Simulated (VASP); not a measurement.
Here is a VASP 6.6.1 calculation.

File INCAR:

```
  ALGO = Normal
  EDIFF = 1E-7
  EDIFFG = -0.005
  ENCUT = 600
  GGA = PE
  IBRION = 2
  ISIF = 3
  ISMEAR = -1
  LASPH = T
  LCHARG = F
  LREAL = F
  LWAVE = F
  NELM = 60
  NSW = 80
  PREC = Accurate
  SIGMA = 0.05
```

KPOINTS

```
k-points
0
Gamma
  11 11 11
```

Contents of POSCAR:

```
Au
1.0
    0.0000000000      2.0350000000      2.0350000000
    2.0350000000      0.0000000000      2.0350000000
    2.0350000000      2.0350000000      0.0000000000
Au
1
Direct
    0.0000000000      0.0000000000      0.0000000000
```

Potentials or basis: VASP PAW PBE potentials, release 64 (Au).

Launch:

```console
$ cat potpaw_PBE.64/Au/POTCAR > POTCAR
$ mpirun -np 1 vasp_std > vasp.out
```

(1) Predict the relaxed volume.

(2) Predict the relaxed cell.

(3) Estimate the space group after relaxing (to 0.05 Å).

Results:

(1) 17.94 Å³/atom.

(2) a = 2.938 Å, b = 2.938 Å, c = 2.938 Å, α = 60.00°, β = 60.00°, γ = 60.00°.

(3) Fm-3m (No. 225).
